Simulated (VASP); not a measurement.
# Cu (P6_3/mmc) in VASP: a series of runs

Cu is run at these levels: r2SCAN; tasks: single point.

All numbers are computed with VASP 6.6.1; they aren't measurements. Logs are shortened: lines on timing, memory, paths and dates and some standing lists are left out, and cuts for length are marked.

## 1. The cell of the first run

It takes space group P6_3/mmc (No. 194, hexagonal). The conventional cell has a = 2.531 Å, b = 2.531 Å, c = 8.262 Å, α = 90.00°, β = 90.00°, γ = 120.00°. Cu (site symmetry -3m) has 12 Cu at 2.53 Å within 3.3 Å. Cu (site symmetry -6m2) has 12 Cu at 2.53 Å within 3.3 Å.

## 2. Single point, r2SCAN

Input file POSCAR:

```
Cu
1.0
    2.5307640300      0.0000000000      0.0000000000
   -1.2653820100      2.1917059400      0.0000000000
    0.0000000000      0.0000000000      8.2618150800
Cu
4
Direct
    0.0000000000      0.0000000000      0.0000000000
    0.3333333333      0.6666666667      0.2500000000
    0.0000000000      0.0000000000      0.5000000000
    0.6666666667      0.3333333333      0.7500000000
```

Input file INCAR.step1:

```
ALGO = Normal ; EDIFF = 1E-4
ENCUT = 520 ; GGA = PE
ISMEAR = 1 ; LASPH = T
LCHARG = F ; LREAL = F
LWAVE = T ; NBANDS = 30
NELM = 60 ; PREC = Accurate
SIGMA = 0.15
```

Input file INCAR.step2:

```
ALGO = Normal ; EDIFF = 1E-6
ENCUT = 520 ; ISIF = 2
ISMEAR = 1 ; ISTART = 1
LASPH = T ; LCHARG = F
LMIXTAU = T ; LREAL = F
LWAVE = F ; METAGGA = R2SCAN
NBANDS = 30 ; NELM = 60
PREC = Accurate ; SIGMA = 0.15
```

Input file KPOINTS:

```
k-points
0
Gamma
  10 10 3
```

Potentials or basis: VASP PAW PBE potentials, release 64 (Cu).

Started as:

```sh
cat potpaw_PBE.64/Cu/POTCAR > POTCAR
cp INCAR.step1 INCAR
mpirun -np 1 vasp_std > vasp.out
cp INCAR.step2 INCAR
mpirun -np 1 vasp_std > vasp.out
```

OUTCAR:

```text
EDIFF = 1E-6
   ENCUT = 520
   ISIF = 2
   ISMEAR = 1
   ISTART = 1
   LASPH = T
   LREAL = F
   METAGGA = R2SCAN
   NELM = 60
   PREC = Accurate

 ion  position               nearest neighbor table
   1  0.000  0.000  0.000-   2 2.53   4 2.53   2 2.53   4 2.53   4 2.53   2 2.53
   2  0.333  0.667  0.250-   1 2.53   3 2.53   1 2.53   3 2.53   1 2.53   3 2.53
   3  0.000  0.000  0.500-   2 2.53   4 2.53   2 2.53   4 2.53   4 2.53   2 2.53
   4  0.667  0.333  0.750-   1 2.53   3 2.53   1 2.53   3 2.53   1 2.53   3 2.53

  LATTYP: Found a hexagonal cell.
 ALAT       =     2.5307640300
 C/A-ratio  =     3.2645537008

  Lattice vectors:

 A1 = (   2.5307640300,   0.0000000000,   0.0000000000)
 A2 = (  -1.2653820100,   2.1917059400,   0.0000000000)
 A3 = (   0.0000000000,   0.0000000000,   8.2618150800)

Analysis of symmetry for initial positions (statically):
=====================================================================
 Subroutine PRICEL returns:
 Original cell was already a primitive cell.

 Routine SETGRP: Setting up the symmetry group for a
 hexagonal supercell.

 Subroutine GETGRP returns: Found 24 space group operations
 (whereof 12 operations were pure point group operations)
 out of a pool of 24 trial point group operations.

The static configuration has the point symmetry D_3d.
 The point group associated with its full space group is D_6h.

Analysis of symmetry for dynamics (positions and initial velocities):
=====================================================================
 Subroutine PRICEL returns:
 Original cell was already a primitive cell.

 Routine SETGRP: Setting up the symmetry group for a
 hexagonal supercell.

 Subroutine GETGRP returns: Found 24 space group operations
 (whereof 12 operations were pure point group operations)
 out of a pool of 24 trial point group operations.

The dynamic configuration has the point symmetry D_3d.
 The point group associated with its full space group is D_6h.

 Subroutine INISYM returns: Found 24 space group operations
 (whereof 12 operations are pure point group operations),
 and found     1 'primitive' translations

----------------------------------------------------------------------------------------

                                     Primitive cell

  volume of cell :      45.8257

  direct lattice vectors                    reciprocal lattice vectors
     2.530764030  0.000000000  0.000000000     0.395137590  0.228132793  0.000000000
    -1.265382010  2.191705940  0.000000000     0.000000000  0.456265588  0.000000000
     0.000000000  0.000000000  8.261815080     0.000000000  0.000000000  0.121038778

  length of vectors
     2.530764030  2.530764027  8.261815080     0.456265588  0.456265588  0.121038778

  position of ions in fractional coordinates (direct lattice)
     0.000000000  0.000000000  0.000000000
     0.333333333  0.666666667  0.250000000
     0.000000000  0.000000000  0.500000000
     0.666666667  0.333333333  0.750000000

  ion indices of the primitive-cell ions
   primitive index   ion index
                 1           1
                 2           2
                 3           3
                 4           4

----------------------------------------------------------------------------------------

 KPOINTS: k-points

Automatic generation of k-mesh.
 Grid dimensions read from file:
 generate k-points for:   10   10    3

 Generating k-lattice:

  Cartesian coordinates                     Fractional coordinates (reciprocal lattice)
     0.039513759  0.022813279  0.000000000     0.100000000 -0.000000000  0.000000000
     0.000000000  0.045626559  0.000000000     0.000000000  0.100000000  0.000000000
     0.000000000  0.000000000  0.040346259     0.000000000  0.000000000  0.333333333

  Length of vectors
     0.045626559  0.045626559  0.040346259

  Shift w.r.t. Gamma in fractional coordinates (k-lattice)
     0.000000000  0.000000000  0.000000000

 Subroutine IBZKPT returns following result:
 ===========================================

 Found     28 irreducible k-points:

 Following reciprocal coordinates:
            Coordinates               Weight
  0.000000  0.000000  0.000000      1.000000
  0.100000  0.000000  0.000000      6.000000
  0.200000  0.000000  0.000000      6.000000
  0.300000  0.000000  0.000000      6.000000
  0.400000  0.000000  0.000000      6.000000
  0.500000  0.000000  0.000000      3.000000
[... 16 lines left out ...]
  0.300000  0.100000  0.333333     24.000000
  0.400000  0.100000  0.333333     24.000000
 [... further k-points ...]
   k-points           NKPTS =     28   k-points in BZ     NKDIM =     28   number of bands    NBANDS=     30
   number of dos      NEDOS =    301   number of ions     NIONS =      4
   total plane-waves  NPLWV =  25600
   dimension x,y,z NGX =    20 NGY =   20 NGZ =   64
   dimension x,y,z NGXF=    40 NGYF=   40 NGZF=  128
   ions per type =               4
   NGX,Y,Z   is equivalent  to a cutoff of  13.14, 13.14, 12.88 a.u.
   NGXF,Y,Z  is equivalent  to a cutoff of  26.28, 26.28, 25.76 a.u.
 SYSTEM =  unknown system
   PREC   = accura    normal or accurate (medium, high low for compatibility)
   ISTART =      1    job   : 0-new  1-cont  2-samecut
   ICHARG =      0    charge: 1-file 2-atom 10-const
   ISPIN  =      1    spin polarized calculation?
   LNONCOLLINEAR =      F non collinear calculations
   LSORBIT =      F    spin-orbit coupling
   LASPH  =      T    aspherical Exc in radial PAW
   ENCUT  =  520.0 eV  38.22 Ry    6.18 a.u.   4.71  4.71 15.36*2*pi/ulx,y,z
   NELM   =     60;   NELMIN=  2; NELMDL=  0     # of ELM steps
   EDIFF  = 0.1E-05   stopping-criterion for ELM
   LREAL  =      F    real-space projection
   EDIFFG = 0.1E-04   stopping-criterion for IOM
   NSW    =      0    number of steps for IOM
   IBRION =     -1    ionic relax: 0-MD 1-quasi-New 2-CG
   NFREE  =      0    steps in history (QN), initial steepest desc. (CG)
   ISIF   =      2    stress and relaxation
   ISYM   =      2    0-nonsym 1-usesym 2-fastsym
   POTIM  = 0.5000    time-step for ionic-motion
   TEBEG  =    0.0;   TEEND  =   0.0 temperature during run
   PSTRESS=    0.0 pullay stress
   NELECT =      44.0000    total number of electrons
   NUPDOWN=      -1.0000    fix difference up-down
   EMIN   =  10.00;   EMAX   =-10.00  energy-range for DOS
   EFERMI =   0.00;   METHOD = LEGACY
   ISMEAR =     1;   SIGMA  =   0.15  broadening in eV -4-tet -1-fermi 0-gaus
   EFERMI_NEDOS =   21; number of points for ismear=-14 and -15
   IALGO  =     38    algorithm
   IMIX   =      4    mixing-type and parameters
     AMIX     =   0.40;   BMIX     =  1.00
     AMIX_MAG =   1.60;   BMIX_MAG =  1.00
  volume/ion in A,a.u.               =      11.46        77.31
  Fermi-wavevector in a.u.,A,eV,Ry     =   1.615062  3.052025 35.489789  2.608426
  Thomas-Fermi vector in A             =   2.709870
   LORBIT       =      0    0 simple, 1 ext, 2 COOP (PROOUT), +10 PAW based schemes
   METAGGA = R2SCAN    functional components
   LHFCALC =     F    Hartree Fock is set to
   AEXX    =    0.0000 exact exchange contribution
   IVDW    =     0    specifies the selected vdW correction
   LEPSILON=     F    determine dielectric tensor
   LRPA    =     F    only Hartree local field effects (RPA)
 non-spin polarized calculation
 Methfessel and Paxton  Order N= 1 SIGMA  =   0.15
  energy-cutoff  :      520.00
  volume of cell :       45.83
 maximum number of plane-waves:      1255
 NGX is ok and might be reduce to    20
   NGX =  9   NGY =  9   NGZ = 31

 number of electron      43.9999989 magnetization

 Free energy of the ion-electron system (eV)
  ---------------------------------------------------
  ext. energy  EPLUGINS =         0.00000000
  ---------------------------------------------------
  free energy    TOTEN  =       -43.26209316 eV

  energy without entropy =      -43.26299035  energy(sigma->0) =      -43.26239222

 E-fermi :   7.7504     XC(G=0): -13.9492

 val. band max:        7.6921345959   @ k =   0.3000   0.0000   0.3333
 cond. band min:       7.8271050552   @ k =   0.4000   0.1000   0.3333
 fundamental gap:      0.1349704593
 Fermi energy:         7.7503660463

 k-point     1 :       0.0000    0.0000    0.0000
  band No.  band energies     occupation
      1      -2.1328      2.00000
      2       0.1097      2.00000
      3       0.1266      2.00000
      4       2.3660      2.00000
      5       4.2733      2.00000
      6       4.2794      2.00000
[... 22 lines left out ...]
     29      30.7098      0.00000
     30      31.1525      0.00000

 k-point     2 :       0.1000    0.0000    0.0000
  band No.  band energies     occupation
      1      -1.7905      2.00000
      2       0.4123      2.00000
      3       0.4286      2.00000
      4       2.5609      2.00000
      5       4.1260      2.00000
      6       4.1946      2.00000
[... 22 lines left out ...]
     29      28.1255      0.00000
     30      28.1304      0.00000

 k-point     3 :       0.2000    0.0000    0.0000
  band No.  band energies     occupation
      1      -0.8002      2.00000
      2       1.2295      2.00000
      3       1.2433      2.00000
      4       3.0105      2.00000
      5       3.8914      2.00000
      6       3.9909      2.00000
[... 22 lines left out ...]
     29      23.3855      0.00000
     30      23.5523      0.00000

 k-point     4 :       0.3000    0.0000    0.0000
  band No.  band energies     occupation
      1       0.6782      2.00000
      2       2.1366      2.00000
      3       2.1500      2.00000
      4       3.2196      2.00000
      5       3.6177      2.00000
      6       3.7695      2.00000
[... 22 lines left out ...]
     29      23.2338      0.00000
     30      23.3690      0.00000

 k-point     5 :       0.4000    0.0000    0.0000
  band No.  band energies     occupation
      1       2.0724      2.00000
      2       2.4818      2.00000
      3       2.5948      2.00000
      4       3.0916      2.00000
      5       3.4367      2.00000
      6       3.5588      2.00000
[... 22 lines left out ...]
     29      20.9413      0.00000
     30      21.3887      0.00000
[... 526 lines left out ...]
     29      24.7220      0.00000
     30      24.9261      0.00000

 k-point    22 :       0.2000    0.1000    0.3333
  band No.  band energies     occupation
      1       0.3520      2.00000
      2       0.9876      2.00000
      3       2.7837      2.00000
      4       3.2561      2.00000
      5       3.6376      2.00000
      6       3.6936      2.00000
[... 22 lines left out ...]
     29      22.0926      0.00000
     30      22.6874      0.00000

 k-point    23 :       0.3000    0.1000    0.3333
  band No.  band energies     occupation
      1       1.7894      2.00000
      2       2.1320      2.00000
      3       2.9182      2.00000
      4       3.2244      2.00000
      5       3.3865      2.00000
      6       3.5287      2.00000
[... 22 lines left out ...]
     29      20.4404      0.00000
     30      20.6847      0.00000

 k-point    24 :       0.4000    0.1000    0.3333
  band No.  band energies     occupation
      1       2.5733      2.00000
      2       2.6917      2.00000
      3       2.8540      2.00000
      4       3.0433      2.00000
      5       3.2775      2.00000
      6       3.3789      2.00000
[... 22 lines left out ...]
     29      19.4921      0.00000
     30      20.0122      0.00000

 [... further k-points ...]
[... 5 lines left out ...]
  --------------------------------------------------------------------------------------
  -------------------------------------------------------------------------------------
  Total        0.3066290      0.3066290     -0.0368179      0.0000000     -0.0000000      0.0000000
  in kB       10.7204851     10.7204851     -1.2872432      0.0000000     -0.0000000      0.0000000
  external PRESSURE =       6.7179090 kB  Pullay stress =       0.0000000 kB

 VOLUME and BASIS-vectors are now :
 -----------------------------------------------------------------------------
  energy-cutoff  :      520.00
  volume of cell :       45.83
      direct lattice vectors                 reciprocal lattice vectors
     2.530764030  0.000000000  0.000000000     0.395137590  0.228132793  0.000000000
    -1.265382010  2.191705940  0.000000000     0.000000000  0.456265588  0.000000000
     0.000000000  0.000000000  8.261815080     0.000000000  0.000000000  0.121038778

 POSITION                                       TOTAL-FORCE (eV/Angst)
 -----------------------------------------------------------------------------------
      0.00000      0.00000      0.00000        -0.000000      0.000000      0.000000
      0.00000      1.46114      2.06545        -0.000000      0.000000      0.000000
      0.00000      0.00000      4.13091        -0.000000      0.000000      0.000000
      1.26538      0.73057      6.19636         0.000000     -0.000000     -0.000000
 -----------------------------------------------------------------------------------
    total drift:                                0.000000     -0.000000      0.000000

  FREE ENERGIE OF THE ION-ELECTRON SYSTEM (eV)
  ---------------------------------------------------
  free  energy   TOTEN  =       -43.2620931553 eV

  energy  without entropy=      -43.2629903518  energy(sigma->0) =      -43.26239222
```

Wall time 75 s (1 thread of Intel Xeon 6975P-C (Granite Rapids), shared host); peak memory 0.17 GiB.

Results:

```yaml
Free_energy: -43.2621 eV
Pressure: 0.7 GPa
Band_gap_on_the_k_mesh: zero (band 22 reaches 10.98 eV, above the bottom of band 23 at 5.92 eV)
```

Stress tensor (GPa, compression positive):
```
 1.07  0.00  0.00
 0.00  1.07  0.00
 0.00  0.00 -0.13
```

Caveat: the PAW data sets were made with another functional, which shifts forces and pressure a little.

## 3. Single point, r2SCAN

POSCAR is that of step 2.

Input file INCAR.step1:

```
SYSTEM = Cu
PREC     = Accurate       ! precision mode
ENCUT    = 520            ! plane-wave cutoff, eV
ISMEAR   = 1              ! smearing method
SIGMA    = 0.15           ! smearing width, eV
LREAL    = .FALSE.        ! projectors in reciprocal space
LASPH    = .TRUE.         ! aspherical terms in the spheres
NELM     = 100            ! most SCF steps
NBANDS   = 30             ! bands
GGA      = PE             ! functional
ALGO     = Normal         ! electronic algorithm
EDIFF    = 1E-4           ! SCF threshold, eV
LWAVE    = .TRUE.         ! write WAVECAR
LCHARG   = .FALSE.        ! write CHGCAR
```

Input file INCAR.step2:

```
SYSTEM = Cu
PREC     = Accurate       ! precision mode
ENCUT    = 520            ! plane-wave cutoff, eV
EDIFF    = 1E-7           ! SCF threshold, eV
ISMEAR   = 1              ! smearing method
SIGMA    = 0.15           ! smearing width, eV
LREAL    = .FALSE.        ! projectors in reciprocal space
LASPH    = .TRUE.         ! aspherical terms in the spheres
NELM     = 100            ! most SCF steps
ALGO     = Normal         ! electronic algorithm
ISIF     = 2              ! what is computed and relaxed
LWAVE    = .FALSE.        ! write WAVECAR
LCHARG   = .FALSE.        ! write CHGCAR
METAGGA  = R2SCAN         ! meta-GGA
LMIXTAU  = .TRUE.       
NBANDS   = 30             ! bands
ISTART   = 1
```

Input file KPOINTS:

```
Automatic mesh
0
G
  12 12 4
  0 0 0
```

Potentials or basis: VASP PAW PBE potentials, release 64 (Cu).

Started as:

```sh
cat potpaw_PBE.64/Cu/POTCAR > POTCAR
cp INCAR.step1 INCAR
mpirun -np 1 vasp_std > vasp.out
cp INCAR.step2 INCAR
mpirun -np 1 vasp_std > vasp.out
```

Wall time 2.8 min (1 thread of Intel Xeon 6975P-C (Granite Rapids), shared host); peak memory 0.2 GiB.

The run converged. Its results:

* Free energy: -43.2753 eV
* Pressure: 0.6 GPa
* Band gap on the k mesh: zero (band 22 reaches 11.31 eV, above the bottom of band 23 at 5.85 eV)

Stress tensor (GPa, compression positive):
```
0.84 0.00 0.00
0.00 0.84 0.00
0.00 0.00 0.17
```

Levels at points of the mesh, in eV from the Fermi level:
```csv
k point,band 19,band 20,band 21,band 22,band 23,band 24,band 25,band 26
"(0.00, 0.00, 0.00)",-2.17,-2.00,-2.00,-1.70,-1.70,-1.03,4.24,13.36
"(0.50, 0.00, 0.00)",-1.55,-1.53,-0.59,0.51,1.12,1.76,5.09,5.10
"(0.00, 0.00, 0.50)",-2.31,-2.31,-1.82,-1.82,-1.82,-1.82,7.51,7.51
"(0.50, 0.00, 0.50)",-1.55,-1.55,0.12,0.12,1.55,1.55,5.62,5.62
```

Caveat: the PAW data sets were made with another functional, which shifts forces and pressure a little.
